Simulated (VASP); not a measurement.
Set up this calculation in VASP 6.6.1, as the native input.

```yaml
Task: single point
Functional: PBE
Potentials_or_basis: VASP PAW PBE potentials, release 64 (Al, O)
Cutoff: 520 eV
k_mesh: 2 × 2 × 2
Occupations: methfessel-paxton, width 0.1 eV
Spin: no spin polarisation
Dipole_correction: no
Further_INCAR_settings: LREAL = Auto; ALGO = Normal; EDIFF = 1e-07; NBANDS = 81
```

The structure of Al36O (a cell with a defect) lies in POSCAR:

```
Al36O
1.0
    0.0000000000      6.0583944000      6.0583944000
    6.0583944000      0.0000000000      6.0583944000
    8.0778592000      8.0778592000      0.0000000000
Al O
36 1
Direct
    0.0018582443      0.0023262247     -0.0058274150
    0.0024273719      0.0029237674      0.2436287961
    0.0016757524      0.0020923019      0.4946388687
    0.0019834339      0.0024509388      0.7442521464
    0.0000973176      0.3335680974     -0.0026616263
    0.0037883503      0.3358542395      0.2422740976
    0.0021408801      0.3349829404      0.4942468557
    0.0016811369      0.3336096405      0.7451545526
    0.0008132922      0.6702836646     -0.0052210199
    0.0029175258      0.6696986411      0.2425978314
    0.0001232130      0.6706227136      0.4924972925
   -0.0001614179      0.6713149421      0.7460001475
    0.3330824122      0.0005156039     -0.0026440315
    0.3353814149      0.0043404962      0.2422052231
    0.3345159978      0.0026042185      0.4942377028
    0.3331569312      0.0021142055      0.7451741653
    0.3362962241      0.3367826579     -0.0060943710
    0.3359164137      0.3363562756      0.2413038120
    0.3294129141      0.3299037614      0.4899386594
    0.3279423489      0.3283019049      0.7596162423
    0.3339495147      0.6703467137     -0.0069254563
    0.3330415031      0.6698776034      0.2443524478
    0.3304616022      0.6865016547      0.4894940505
    0.3337412185      0.6710985262      0.7441162684
    0.6698447806      0.0012863911     -0.0052544307
    0.6692449841      0.0033867971      0.2425851347
    0.6701402463      0.0005955147      0.4925179001
    0.6708998080      0.0002336774      0.7459949510
    0.6698898792      0.3344128224     -0.0069043300
    0.6694376636      0.3335021571      0.2444017921
    0.6860331833      0.3308465684      0.4896525765
    0.6705860726      0.3342491145      0.7441474360
    0.6689002235      0.6693222625     -0.0050997676
    0.6700492124      0.6705122677      0.2437338923
    0.6703157679      0.6708166355      0.4919706709
    0.6688532079      0.6693092456      0.7429681701
    0.4180141695      0.4184908828      0.5580880526
```

One way to write it, as run:

INCAR

```
PREC = Accurate
ENCUT = 520
EDIFF = 1E-7
ISMEAR = 1
SIGMA = 0.1
LREAL = Auto
LASPH = T
NELM = 100
ALGO = Normal
ISIF = 2
LWAVE = F
LCHARG = F
GGA = PE
NBANDS = 81
```

KPOINTS

```
Automatic mesh
0
Gamma
  2 2 2
```

Potentials or basis: VASP PAW PBE potentials, release 64 (Al, O).

Command:

```console
$ cat potpaw_PBE.64/Al/POTCAR potpaw_PBE.64/O/POTCAR > POTCAR
$ mpirun -np 1 vasp_std > vasp.out
```

Results of the run:

* Pressure: 1.4 GPa
* Largest force: 0.010 eV/Å
* Band gap on the k mesh: zero (bands 57 and 58 overlap by 0.77 eV)

Caveat: the k points lie up to 0.45 Å⁻¹ apart, too coarse for converged energies and pressures of a metal.

Run time: 24 min on 1 thread of Intel(R) Xeon(R) Platinum 8488C (Sapphire Rapids) (shared host), peak memory 0.82 GiB.
